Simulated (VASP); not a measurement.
Write the native input for VASP 6.6.1 that does the following.

```
Task                   : single point
Functional             : PBEsol
Potentials or basis    : VASP PAW PBE potentials, release 64 (B, P)
Cutoff                 : 520 eV
k mesh                 : 8 × 8 × 8
Occupations            : gaussian, width 0.01 eV
Spin                   : no spin polarisation
Dipole correction      : no
Further INCAR settings : ALGO = Normal; EDIFF = 1e-07; NBANDS = 11
```

The structure of BP lies in POSCAR:

```
BP
1.0
    2.2691347424      2.2691347424      0.0000000000
   -2.2691347424      2.2691347424      0.0000000000
    0.0000000000      2.2691347424      2.2691347424
B P
1 1
Direct
    0.0000000000      0.0000000000      0.0000000000
    0.7500000000      0.2500000000      0.5000000000
```

The input as run:

INCAR

```
SYSTEM = BP
PREC     = Accurate       ! precision mode
ENCUT    = 520            ! plane-wave cutoff, eV
EDIFF    = 1E-7           ! SCF threshold, eV
ISMEAR   = 0              ! smearing method
SIGMA    = 0.01           ! smearing width, eV
LREAL    = .FALSE.        ! projectors in reciprocal space
LASPH    = .TRUE.         ! aspherical terms in the spheres
NELM     = 60             ! most SCF steps
ALGO     = Normal         ! electronic algorithm
ISIF     = 2              ! what is computed and relaxed
LWAVE    = .FALSE.        ! write WAVECAR
LCHARG   = .FALSE.        ! write CHGCAR
GGA      = PS             ! functional
NBANDS   = 11             ! bands
```

KPOINTS

```
Automatic mesh
0
G
  8 8 8
  0 0 0
```

Potentials or basis: VASP PAW PBE potentials, release 64 (B, P).

The run is started by

```sh
$ cat potpaw_PBE.64/B/POTCAR potpaw_PBE.64/P/POTCAR > POTCAR
$ mpirun -np 1 vasp_std > vasp.out
```

Results of the run:

```
Pressure               : -1.9 GPa
Band gap on the k mesh : 1.16 eV, indirect (least direct gap 3.36 eV)
```

Caveat: the PAW data sets were made with another functional, which shifts forces and pressure a little.

Run time: 3.5 s on 1 thread of Intel(R) Xeon(R) Platinum 8488C (Sapphire Rapids) (shared host), peak memory 0.13 GiB.
